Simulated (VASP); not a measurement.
# Rb (I4/mmm) in VASP: notebook

The runs below take Rb through single point, with PBEsol.

Everything below comes from runs of VASP 6.6.1. Logs are shortened: lines on timing, memory, paths and dates and some standing lists are left out, and cuts for length are marked.

## 1. The cell of the first run

It takes space group I4/mmm (No. 139, tetragonal). Conventional cell: a = 6.076 Å, b = 6.076 Å, c = 5.166 Å, α = 90.00°, β = 90.00°, γ = 90.00°.

## 2. Single point, PBEsol

Contents of INCAR:

```
SYSTEM = Rb
ALGO = Normal
EDIFF = 1E-6
ENCUT = 520
GGA = PS
ISIF = 2
ISMEAR = 0
LASPH = .True.
LCHARG = .True.
LELF = .True.
LREAL = .False.
LVHAR = .True.
LWAVE = .False.
NBANDS = 10
NELM = 100
PREC = Accurate
SIGMA = 0.15
```

Contents of KPOINTS:

```
k-points
0
Gamma
  14 14 14
  0 0 0
```

Contents of POSCAR:

```
Rb
1.0
   -3.0377810045      3.0377810045      2.5831857329
    3.0377810045     -3.0377810045      2.5831857329
    3.0377810045      3.0377810045     -2.5831857329
Rb
1
Direct
    0.0000000000      0.0000000000      0.0000000000
```

Potentials or basis: VASP PAW PBE potentials, release 64 (Rb_sv).

Run with:

```bash
> cat potpaw_PBE.64/Rb_sv/POTCAR > POTCAR
> mpirun -np 1 vasp_std > vasp.out
```

OUTCAR:

```text
SYSTEM = Rb
   EDIFF = 1E-6
   ENCUT = 520
   GGA = PS
   ISIF = 2
   ISMEAR = 0
   LASPH = .True.
   LREAL = .False.
   NELM = 100
   PREC = Accurate

 ion  position               nearest neighbor table
   1  0.000  0.000  0.000-

  LATTYP: Found a body centered tetragonal cell.
 ALAT       =     6.0755620090
 C/A-ratio  =     0.8503528494

  Lattice vectors:

 A1 = (  -3.0377810045,   3.0377810045,   2.5831857329)
 A2 = (   3.0377810045,  -3.0377810045,   2.5831857329)
 A3 = (   3.0377810045,   3.0377810045,  -2.5831857329)

Analysis of symmetry for initial positions (statically):
=====================================================================
 Subroutine PRICEL returns:
 Original cell was already a primitive cell.

 Routine SETGRP: Setting up the symmetry group for a
 body centered tetragonal supercell.

 Subroutine GETGRP returns: Found 16 space group operations
 (whereof 16 operations were pure point group operations)
 out of a pool of 16 trial point group operations.

The static configuration has the point symmetry D_4h.

Analysis of symmetry for dynamics (positions and initial velocities):
=====================================================================
 Subroutine PRICEL returns:
 Original cell was already a primitive cell.

 Routine SETGRP: Setting up the symmetry group for a
 body centered tetragonal supercell.

 Subroutine GETGRP returns: Found 16 space group operations
 (whereof 16 operations were pure point group operations)
 out of a pool of 16 trial point group operations.

The dynamic configuration has the point symmetry D_4h.

 Subroutine INISYM returns: Found 16 space group operations
 (whereof 16 operations are pure point group operations),
 and found     1 'primitive' translations

----------------------------------------------------------------------------------------

                                     Primitive cell

  volume of cell :      95.3517

  direct lattice vectors                    reciprocal lattice vectors
    -3.037781005  3.037781005  2.583185733     0.000000000  0.164593827  0.193559446
     3.037781005 -3.037781005  2.583185733     0.164593827  0.000000000  0.193559446
     3.037781005  3.037781005 -2.583185733     0.164593827  0.164593827  0.000000000

  length of vectors
     5.012890922  5.012890922  5.012890922     0.254079490  0.254079490  0.232770822

  position of ions in fractional coordinates (direct lattice)
     0.000000000  0.000000000  0.000000000

  ion indices of the primitive-cell ions
   primitive index   ion index
                 1           1

----------------------------------------------------------------------------------------

 KPOINTS: k-points

Automatic generation of k-mesh.
 Grid dimensions read from file:
 generate k-points for:   14   14   14

 Generating k-lattice:

  Cartesian coordinates                     Fractional coordinates (reciprocal lattice)
     0.000000000  0.011756702  0.013825675     0.071428571  0.000000000 -0.000000000
     0.011756702  0.000000000  0.013825675     0.000000000  0.071428571 -0.000000000
     0.011756702  0.011756702  0.000000000     0.000000000  0.000000000  0.071428571

  Length of vectors
     0.018148535  0.018148535  0.016626487

  Shift w.r.t. Gamma in fractional coordinates (k-lattice)
     0.000000000  0.000000000  0.000000000

 Subroutine IBZKPT returns following result:
 ===========================================

 Found    244 irreducible k-points:

 Following reciprocal coordinates:
            Coordinates               Weight
  0.000000  0.000000  0.000000      1.000000
  0.071429  0.000000  0.000000      8.000000
  0.142857  0.000000  0.000000      8.000000
  0.214286  0.000000  0.000000      8.000000
  0.285714  0.000000  0.000000      8.000000
  0.357143  0.000000  0.000000      8.000000
[... 16 lines left out ...]
  0.214286  0.142857  0.000000     16.000000
  0.285714  0.142857 -0.000000     16.000000
 [... further k-points ...]
   k-points           NKPTS =    244   k-points in BZ     NKDIM =    244   number of bands    NBANDS=     10
   number of dos      NEDOS =    301   number of ions     NIONS =      1
   total plane-waves  NPLWV =  64000
   dimension x,y,z NGX =    40 NGY =   40 NGZ =   40
   dimension x,y,z NGXF=    80 NGYF=   80 NGZF=   80
   ions per type =               1
   NGX,Y,Z   is equivalent  to a cutoff of  13.27, 13.27, 13.27 a.u.
   NGXF,Y,Z  is equivalent  to a cutoff of  26.53, 26.53, 26.53 a.u.
 SYSTEM =  Rb
   PREC   = accura    normal or accurate (medium, high low for compatibility)
   ISTART =      0    job   : 0-new  1-cont  2-samecut
   ICHARG =      2    charge: 1-file 2-atom 10-const
   ISPIN  =      1    spin polarized calculation?
   LNONCOLLINEAR =      F non collinear calculations
   LSORBIT =      F    spin-orbit coupling
   LASPH  =      T    aspherical Exc in radial PAW
   ENCUT  =  520.0 eV  38.22 Ry    6.18 a.u.   9.32  9.32  9.32*2*pi/ulx,y,z
   NELM   =    100;   NELMIN=  2; NELMDL= -5     # of ELM steps
   EDIFF  = 0.1E-05   stopping-criterion for ELM
   LREAL  =      F    real-space projection
   EDIFFG = 0.1E-04   stopping-criterion for IOM
   NSW    =      0    number of steps for IOM
   IBRION =     -1    ionic relax: 0-MD 1-quasi-New 2-CG
   NFREE  =      0    steps in history (QN), initial steepest desc. (CG)
   ISIF   =      2    stress and relaxation
   ISYM   =      2    0-nonsym 1-usesym 2-fastsym
   POTIM  = 0.5000    time-step for ionic-motion
   TEBEG  =    0.0;   TEEND  =   0.0 temperature during run
   PSTRESS=    0.0 pullay stress
   NELECT =       9.0000    total number of electrons
   NUPDOWN=      -1.0000    fix difference up-down
   EMIN   =  10.00;   EMAX   =-10.00  energy-range for DOS
   EFERMI =   0.00;   METHOD = LEGACY
   ISMEAR =     0;   SIGMA  =   0.15  broadening in eV -4-tet -1-fermi 0-gaus
   EFERMI_NEDOS =   21; number of points for ismear=-14 and -15
   IALGO  =     38    algorithm
   IMIX   =      4    mixing-type and parameters
     AMIX     =   0.40;   BMIX     =  1.00
     AMIX_MAG =   1.60;   BMIX_MAG =  1.00
  volume/ion in A,a.u.               =      95.35       643.47
  Fermi-wavevector in a.u.,A,eV,Ry     =   0.745383  1.408570  7.559340  0.555596
  Thomas-Fermi vector in A             =   1.840957
   LORBIT       =      0    0 simple, 1 ext, 2 COOP (PROOUT), +10 PAW based schemes
   GGA     = PS    functional components
   LHFCALC =     F    Hartree Fock is set to
   AEXX    =    0.0000 exact exchange contribution
   IVDW    =     0    specifies the selected vdW correction
   LEPSILON=     F    determine dielectric tensor
   LRPA    =     F    only Hartree local field effects (RPA)
 non-spin polarized calculation
 Gauss-broadening in eV      SIGMA  =   0.15
  energy-cutoff  :      520.00
  volume of cell :       95.35
 maximum number of plane-waves:      2591
 NGX is ok and might be reduce to    40
   NGX = 19   NGY = 19   NGZ = 19

 number of electron       9.0000000 magnetization

 Free energy of the ion-electron system (eV)
  ---------------------------------------------------
  ext. energy  EPLUGINS =         0.00000000
  ---------------------------------------------------
  free energy    TOTEN  =        -1.01865303 eV

  energy without entropy =       -1.00827271  energy(sigma->0) =       -1.01346287

 E-fermi :  -0.1539     XC(G=0):  -5.4052

 val. band max:       -0.1701663499   @ k =  -0.2857   0.3571   0.2857
 cond. band min:      -0.1419618298   @ k =   0.2857   0.1429   0.0714
 fundamental gap:      0.0282045202
 Fermi energy:        -0.1539019294

 k-point     1 :       0.0000    0.0000    0.0000
  band No.  band energies     occupation
      1     -29.0399      2.00000
      2     -13.0914      2.00000
      3     -13.0914      2.00000
      4     -13.0885      2.00000
      5      -2.0642      2.00000
      6       2.9823      0.00000
      7       3.8187      0.00000
      8       3.8565      0.00000
      9       3.8565      0.00000
     10       4.9486      0.00000

 k-point     2 :       0.0714    0.0000    0.0000
  band No.  band energies     occupation
      1     -29.0397      2.00000
      2     -13.0944      2.00000
      3     -13.0928      2.00000
      4     -13.0903      2.00000
      5      -2.0021      2.00000
      6       2.9759      0.00000
      7       3.6765      0.00000
      8       3.7924      0.00000
      9       3.8663      0.00000
     10       4.7984      0.00000

 k-point     3 :       0.1429    0.0000    0.0000
  band No.  band energies     occupation
      1     -29.0392      2.00000
      2     -13.1060      2.00000
      3     -13.0967      2.00000
      4     -13.0919      2.00000
      5      -1.8184      2.00000
      6       2.9063      0.00000
      7       3.2521      0.00000
      8       3.7374      0.00000
      9       3.9636      0.00000
     10       4.5968      0.00000

 k-point     4 :       0.2143    0.0000    0.0000
  band No.  band energies     occupation
      1     -29.0384      2.00000
      2     -13.1232      2.00000
      3     -13.1023      2.00000
      4     -13.0937      2.00000
      5      -1.5215      2.00000
      6       2.7225      0.00000
      7       2.7284      0.00000
      8       3.8560      0.00000
      9       4.0993      0.00000
     10       4.4805      0.00000

 k-point     5 :       0.2857    0.0000    0.0000
  band No.  band energies     occupation
      1     -29.0376      2.00000
      2     -13.1421      2.00000
      3     -13.1084      2.00000
      4     -13.0956      2.00000
      5      -1.1255      2.00000
      6       2.1780      0.00000
      7       2.5165      0.00000
      8       4.1303      0.00000
      9       4.2297      0.00000
     10       4.4280      0.00000

 k-point     6 :       0.3571    0.0000    0.0000
  band No.  band energies     occupation
      1     -29.0368      2.00000
      2     -13.1589      2.00000
      3     -13.1140      2.00000
      4     -13.0974      2.00000
      5      -0.6524      2.00000
      6       1.6404      0.00000
      7       2.3389      0.00000
      8       4.2596      0.00000
      9       4.4210      0.00000
     10       4.5046      0.00000
[... 183 lines left out ...]
 k-point    21 :      -0.0714    0.0714    0.0000
  band No.  band energies     occupation
      1     -29.0397      2.00000
      2     -13.0955      2.00000
      3     -13.0912      2.00000
      4     -13.0895      2.00000
      5      -2.0124      2.00000
      6       2.9224      0.00000
      7       3.7139      0.00000
      8       3.8012      0.00000
      9       3.9087      0.00000
     10       4.8693      0.00000

 k-point    22 :       0.1429    0.1429    0.0000
  band No.  band energies     occupation
      1     -29.0379      2.00000
      2     -13.1339      2.00000
      3     -13.1011      2.00000
      4     -13.1001      2.00000
      5      -1.3109      2.00000
      6       2.5334      0.00000
      7       2.5904      0.00000
      8       3.7559      0.00000
      9       4.1375      0.00000
     10       4.5201      0.00000

 k-point    23 :       0.2143    0.1429    0.0000
  band No.  band energies     occupation
      1     -29.0372      2.00000
      2     -13.1492      2.00000
      3     -13.1080      2.00000
      4     -13.1022      2.00000
      5      -0.9070      2.00000
      6       2.0973      0.00000
      7       2.3152      0.00000
      8       3.9374      0.00000
      9       4.0686      0.00000
     10       4.8641      0.00000

 k-point    24 :       0.2857    0.1429   -0.0000
  band No.  band energies     occupation
      1     -29.0365      2.00000
      2     -13.1614      2.00000
      3     -13.1151      2.00000
      4     -13.1034      2.00000
      5      -0.4287      1.99044
      6       1.5958      0.00000
      7       2.1401      0.00000
      8       3.8881      0.00000
      9       4.2271      0.00000
     10       5.1666      0.00000

 [... further k-points ...]
[... 5 lines left out ...]
  --------------------------------------------------------------------------------------
  -------------------------------------------------------------------------------------
  Total       -0.1662488     -0.1662488     -0.0712583      0.0000000     -0.0000000      0.0000000
  in kB       -2.7934484     -2.7934484     -1.1973393      0.0000000     -0.0000000      0.0000000
  external PRESSURE =      -2.2614121 kB  Pullay stress =       0.0000000 kB

 VOLUME and BASIS-vectors are now :
 -----------------------------------------------------------------------------
  energy-cutoff  :      520.00
  volume of cell :       95.35
      direct lattice vectors                 reciprocal lattice vectors
    -3.037781005  3.037781005  2.583185733     0.000000000  0.164593827  0.193559446
     3.037781005 -3.037781005  2.583185733     0.164593827  0.000000000  0.193559446
     3.037781005  3.037781005 -2.583185733     0.164593827  0.164593827  0.000000000

 POSITION                                       TOTAL-FORCE (eV/Angst)
 -----------------------------------------------------------------------------------
      0.00000      0.00000      0.00000         0.000000      0.000000      0.000000
 -----------------------------------------------------------------------------------
    total drift:                               -0.000000      0.000000     -0.000000

  FREE ENERGIE OF THE ION-ELECTRON SYSTEM (eV)
  ---------------------------------------------------
  free  energy   TOTEN  =        -1.0186530273 eV

  energy  without entropy=       -1.0082727123  energy(sigma->0) =       -1.01346287
```

Wall time 2.9 min (1 thread of Intel Xeon Platinum 8488C (Sapphire Rapids), shared host); peak memory 0.39 GiB.

Results:

```
Free energy : -1.0187 eV
Pressure    : -0.2 GPa
```

Levels at points of the mesh, in eV from the Fermi level:
```tsv
k point	band 2	band 3	band 4	band 5	band 6	band 7
(0.00, 0.00, 0.00)	-12.94	-12.94	-12.93	-1.91	3.14	3.97
(0.50, 0.00, 0.00)	-13.02	-12.97	-12.95	0.38	0.91	2.34
(0.50, 0.50, 0.00)	-13.02	-12.95	-12.93	0.04	0.53	3.23
(0.50, 0.50, 0.50)	-13.00	-13.00	-12.97	1.11	1.42	2.64
```

Caveat: the PAW data sets were made with another functional, which shifts forces and pressure a little.

## 3. Single point, PBEsol

Contents of INCAR:

```
ALGO = Normal
EDIFF = 1E-6
ENCUT = 520
GGA = PS
ISIF = 2
ISMEAR = 0
LASPH = True
LCHARG = False
LREAL = False
LWAVE = False
NBANDS = 10
NELM = 100
PREC = Accurate
SIGMA = 0.15
```

Contents of KPOINTS:

```
k-points
0
Gamma
  14 14 14
```

Contents of POSCAR:

```
Rb
1.0
   -2.7071020046      2.7071020046      3.2528146456
    2.7071020046     -2.7071020046      3.2528146456
    2.7071020046      2.7071020046     -3.2528146456
Rb
1
Direct
    0.0000000000      0.0000000000      0.0000000000
```

Potentials or basis: VASP PAW PBE potentials, release 64 (Rb_sv).

Run with:

```bash
> cat potpaw_PBE.64/Rb_sv/POTCAR > POTCAR
> mpirun -np 1 vasp_std > vasp.out
```

It took 3 min on 1 thread of Intel Xeon Platinum 8488C (Sapphire Rapids), shared host; peak memory 0.39 GiB.

It converged, with:

```
Free energy : -1.0224 eV
Pressure    : -0.2 GPa
```

Levels at points of the mesh, in eV from the Fermi level:
```tsv
k point	band 2	band 3	band 4	band 5	band 6	band 7	band 8	band 9
(0.00, 0.00, 0.00)	-12.93	-12.93	-12.93	-1.91	3.48	3.48	3.97	4.27
(0.50, 0.00, 0.00)	-13.02	-12.95	-12.94	0.16	0.66	2.95	3.79	5.23
(0.50, 0.50, 0.00)	-13.01	-12.97	-12.95	0.47	1.04	2.07	4.52	4.57
(0.50, 0.50, 0.50)	-13.01	-12.98	-12.98	0.99	1.56	2.08	3.74	3.74
```

Caveat: the PAW data sets were made with another functional, which shifts forces and pressure a little.
